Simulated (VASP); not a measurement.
Crystal: MgBe2Te3.

```xyz
6
Lattice="3.7767 0.0000 0.0000 0.0000 3.7767 0.0000 0.0000 0.0000 8.2197" Properties=species:S:1:pos:R:3 pbc="T T T"
Mg    1.8884    1.8884    5.1260
Be    1.8884    1.8884    2.1911
Be    0.0000    0.0000    6.0328
Te    1.8884    0.0000    8.2058
Te    0.0000    1.8884    8.2058
Te    0.0000    0.0000    3.1174
```

| Item | Value |
| --- | --- |
| Program | VASP 6.6.1 |
| Task | relaxation of cell and atoms |
| Functional | PBE |
| Potentials or basis | VASP PAW PBE potentials, release 64 (Mg, Be, Te) |
| Cutoff | 600 eV |
| k mesh | 4 × 4 × 2 |
| Occupations | gaussian, width 0.1 eV |
| Spin | no spin polarisation |

At the start: pressure 15.9 GPa; volume 19.54 Å³/atom.

Problem. Where does the relaxation end?

Solution. Over 50 steps the energy falls by 827.1 meV/atom and the volume is 27.23 Å³/atom (+39.4 %); space group P4mm (No. 99, to 0.05 Å).

Step by step:
```
step  energy change (eV)  largest force (eV/Å)  pressure (GPa)  volume (Å³)
   1              0.0000                1.1737           15.89       117.24
   3             -1.7943                1.0408           -1.92       148.39
   5             -2.7071                2.5697            3.04       135.59
   7             -2.7295                1.7423            1.91       137.05
   9             -2.8342                2.7310            2.55       137.18
  11             -3.1180                2.5102            1.49       140.55
  13             -3.6828                1.1377           -3.25       154.89
  15             -4.0491                0.6314           -0.09       141.84
  17             -4.0989                0.5438            0.15       141.10
  19             -4.2294                0.6650            1.90       139.99
  21             -4.2752                0.6220            1.09       140.84
  23             -4.5045                0.8542            0.96       145.29
  25             -4.5965                1.6625            1.21       149.64
  27             -4.7603                0.7235           -1.10       160.65
  29             -4.8738                0.2906            1.02       154.12
  31             -4.8955                0.1973            0.11       157.11
  33             -4.9050                0.1232            0.03       158.14
  35             -4.9205                0.1218            0.34       160.07
  37             -4.9261                0.1215           -0.24       163.11
  39             -4.9315                0.1268            0.03       163.19
  41             -4.9397                0.3488           -0.17       164.12
  43             -4.9457                0.3464           -0.18       164.12
  45             -4.9518                0.3250           -0.23       164.14
  47             -4.9613                0.1071            0.04       163.08
  49             -4.9619                0.0882            0.00       163.14
  50             -4.9628                0.0352           -0.13       163.38
```

Final structure:
```cif
data_structure
_symmetry_space_group_name_H-M 'P 1'
_symmetry_Int_Tables_number 1
_cell_length_a 4.7427
_cell_length_b 4.7427
_cell_length_c 7.2638
_cell_angle_alpha 90.000
_cell_angle_beta 90.000
_cell_angle_gamma 90.000
_cell_volume 163.38
loop_
_atom_site_label
_atom_site_type_symbol
_atom_site_fract_x
_atom_site_fract_y
_atom_site_fract_z
_atom_site_occupancy
Mg1 Mg 0.50000 0.50000 0.48544 1
Be1 Be 0.50000 0.50000 0.10967 1
Be2 Be 0.00000 0.00000 0.85796 1
Te1 Te 0.50000 0.00000 0.01044 1
Te2 Te 0.00000 0.50000 0.01044 1
Te3 Te 0.00000 0.00000 0.52606 1
```

Caveat: the k points lie up to 0.43 Å⁻¹ apart in the final cell; the volume moved by over 15 % at a fixed basis, so the end points are rough.
